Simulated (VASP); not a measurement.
Runs of VASP 6.6.1 on MgO (Periclase). The structure is that of space group Fm-3m (No. 225), or close to it. The cells are those of the table. 

| task | cell | k mesh | cutoff (eV) | smearing | gap on the mesh (eV) | pressure (GPa) |
| --- | --- | --- | --- | --- | --- | --- |
| relaxation of cell and atoms | relaxed to 280 GPa from a = 2.472 Å, angles 60.0°, 2 atoms | 10 × 10 × 10 | 600 | gaussian 0.1 eV | 8.73 | 279.9 |
| single point | a = 2.472 Å, angles 60.0°, 2 atoms | 10 × 10 × 10 | 600 | gaussian 0.1 eV | 8.71 | 289.1 |
| single point | a = 2.472 Å, angles 60.0°, 2 atoms | 12 × 12 × 12 | 520 | gaussian 0.01 eV | 8.71 | 290.6 |
| single point | a = 2.472 Å, angles 60.0°, 2 atoms | 12 × 12 × 12 | 600 | gaussian 0.02 eV | 8.71 | 290.2 |
| single point | a = 2.472 Å, angles 60.0°, 2 atoms | 8 × 8 × 8 | 600 | gaussian 0.1 eV | 8.71 | 289.1 |
| relaxation of cell and atoms | relaxed to 280 GPa from a = 2.757 Å, angles 60.0°, 2 atoms | 8 × 8 × 8 | 600 | gaussian 0.1 eV | (a) | 279.4 |
| relaxation of cell and atoms | relaxed to 280 GPa from a = 2.472 Å, angles 60.0°, 2 atoms | 12 × 12 × 12 | 600 | gaussian 0.01 eV | 8.73 | 280.0 |

Alike in all rows: level PBEsol; potentials or basis VASP PAW PBE potentials, release 64 (Mg, O); no spin polarisation.

Task: Fill in the values left out.

Result: (a) 8.74.

Caveats: the PAW data sets were made with another functional, which shifts forces and pressure a little; the cell is relaxed towards a set pressure, so the enthalpy falls and the energy may rise (some runs).

A k mesh can miss the band edges.
